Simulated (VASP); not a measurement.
Wanted: the native input for a VASP 6.6.1 run.

| Property | Result |
| --- | --- |
| Task | single point |
| Functional | PBE |
| Potentials or basis | VASP PAW PBE potentials, release 64 (K_sv, Ta_pv, Se) |
| Cutoff | 520 eV |
| k mesh | 4 × 4 × 4 |
| Occupations | gaussian, width 0.1 eV |
| Spin | no spin polarisation |
| Dipole correction | no |
| Further INCAR settings | ALGO = Normal; EDIFF = 1e-07; NBANDS = 27 |

The structure of KTaSe3 lies in POSCAR:

```
KTaSe3
1.0
    4.8987013400      0.0000000000      0.0000000000
    0.0000000000      4.8987013400      0.0000000000
    0.0000000000      0.0000000000      4.8987013400
K Ta Se
1 1 3
Direct
    0.0000000000      0.0000000000      0.0000000000
    0.5000000000      0.5000000000      0.5000000000
    0.0000000000      0.5000000000      0.5000000000
    0.5000000000      0.0000000000      0.5000000000
    0.5000000000      0.5000000000      0.0000000000
```

The cell was generated, and may not be a known phase.

One way to write it, as run:

INCAR

```
SYSTEM = KTaSe3
ALGO = Normal
EDIFF = 1E-7
ENCUT = 520
GGA = PE
ISIF = 2
ISMEAR = 0
LASPH = .TRUE.
LCHARG = .FALSE.
LREAL = .FALSE.
LWAVE = .FALSE.
NBANDS = 27
NELM = 100
PREC = Accurate
SIGMA = 0.1
```

KPOINTS

```
k-points
0
G
  4 4 4
  0 0 0
```

Potentials or basis: VASP PAW PBE potentials, release 64 (K_sv, Ta_pv, Se).

Command:

```sh
$ cat potpaw_PBE.64/K_sv/POTCAR potpaw_PBE.64/Ta_pv/POTCAR potpaw_PBE.64/Se/POTCAR > POTCAR
$ mpirun -np 1 vasp_std > vasp.out
```

Results of the run:

| Quantity | Value |
| --- | --- |
| Pressure | 11.1 GPa |
| Band gap on the k mesh | zero (bands 19 and 20 overlap by 1.07 eV) |

Caveat: the cell stands under pressure; spin-orbit coupling is left out, which moves the levels of the heavy elements.

It took 61 s on 1 thread of Intel Xeon 8259CL (shared host), peak memory 0.22 GiB.
